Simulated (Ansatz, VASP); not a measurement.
# Two plane-wave programs on TiSi2

```
Ti Si
1.0
     0.00000    4.11752    4.26290
     2.38951    0.00000    4.26290
     2.38951    4.11752    0.00000
Ti Si
2 4
Direct
  0.50000 0.50000 0.50000
  0.75000 0.75000 0.75000
  0.83743 0.16257 0.83743
  0.16257 0.83743 0.16257
  0.08743 0.41257 0.08743
  0.41257 0.08743 0.41257
```

Alike in both runs: task single point; functional r2SCAN; k mesh 6 × 6 × 6; occupations gaussian, width 0.1 eV; no spin polarisation.

|  | VASP | Ansatz |
| --- | --- | --- |
| version | VASP 6.6.1 | Ansatz 0.2.0 |
| potentials or method | VASP PAW PBE potentials, release 64 (Ti_sv, Si), cutoff 520 eV | scalar-relativistic, plane waves, PAW |
| valence electrons in the cell | 40 | 40 |

```tsv
	VASP	Ansatz	Ansatz less VASP
gap on the k mesh at the Fermi level (eV)	none	none	-
pressure (GPa)	0.1	-0.1	-0.20
traceless stress, the component that is largest in VASP (GPa)	-1.09	-1.04	+0.056
rms of the force components (eV/Å)	0.016	0.019	+0.0029
```

VASP's potentials were made for PBE, not for r2SCAN. Atom by atom the forces differ by 0.003 eV/Å (rms over components). A gap of «none» marks a metal or a gap that the smearing closes.
